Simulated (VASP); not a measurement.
Fe, 1 atom in the cell. Symmetry: Fmmm, No. 69, orthorhombic system. The conventional cell has a = 2.936 Å, b = 3.804 Å, c = 3.850 Å, α = 90.00°, β = 90.00°, γ = 90.00°. Within 3.2 Å of Fe (site symmetry mmm) lie 14 Fe at 2.40 to 2.94 Å.  This cell differs from its parent crystal: volume scaled by 0.94.

| Quantity | Value |
| --- | --- |
| Program | VASP 6.6.1 |
| Task | electric field gradients |
| Functional | PBE |
| Potentials or basis | VASP PAW PBE potentials, release 64 (Fe) |
| Cutoff | 520 eV |
| k mesh | 16 × 16 × 16 |
| Occupations | fermi-dirac, width 0.05 eV |
| Spin | collinear spin, ferromagnetic start |
| Starting moments | [3.0] μB |
| Dipole correction | no |
| Further INCAR settings | ALGO = Normal; EDIFF = 1e-08; NBANDS = 14 |

Potentials or basis: VASP PAW PBE potentials, release 64 (Fe).

Launch:

```bash
$ cat potpaw_PBE.64/Fe/POTCAR > POTCAR
$ mpirun -np 1 vasp_std > vasp.out
```

Hardware: 1 thread of AMD EPYC 9R45 96-Core Processor (Zen 5) (shared host).

**Question.** Estimate the wall time of this run.

**Answer.** It took 110 s on 1 thread of AMD EPYC 9R45 96-Core Processor (Zen 5), with other jobs on the host, peak memory 0.21 GiB. Counts: scf iterations 15, k points 621.
